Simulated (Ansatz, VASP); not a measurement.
# Na4N in VASP and in Ansatz

```
Na N
1.0
    -3.01906    3.01906    3.01906
     3.01906   -3.01906    3.01906
     3.01906    3.01906   -3.01906
Na N
4 1
Direct
  0.50000 0.50000 0.50000
  0.50000 0.00000 0.00000
  0.00000 0.00000 0.50000
  0.00000 0.50000 0.00000
  0.00000 0.00000 0.00000
```

Change from the starting cell: species swapped into the Hg4Pt type (Im-3m, No. 229).

Alike in both runs: functional PBE; k mesh 4 × 4 × 4; occupations gaussian, width 0.1 eV; no spin polarisation.

Ansatz relaxed the structure, and its values are those at the end. VASP's run is a single point on that final structure, the one shown.

|  | VASP | Ansatz |
| --- | --- | --- |
| version | VASP 6.6.1 | Ansatz 0.2.0 |
| potentials or method | VASP PAW PBE potentials, release 64 (Na_pv, N), cutoff 520 eV | scalar-relativistic, plane waves, PAW |
| valence electrons in the cell | 33 | 41 |

```csv
,VASP,Ansatz,Ansatz less VASP
gap on the k mesh at the Fermi level (eV),none,none,-
pressure (GPa),0.1,0.1,-0.02
```

A gap of «none» marks a metal or a gap that the smearing closes. The functional is the same, so the differences come from potentials, cutoffs and numerics. VASP's potentials hold 33 valence electrons a cell and Ansatz's 41, so a difference there can come from the potentials and not from the codes.

The k mesh is coarse, so the values compare programs but aren't converged.
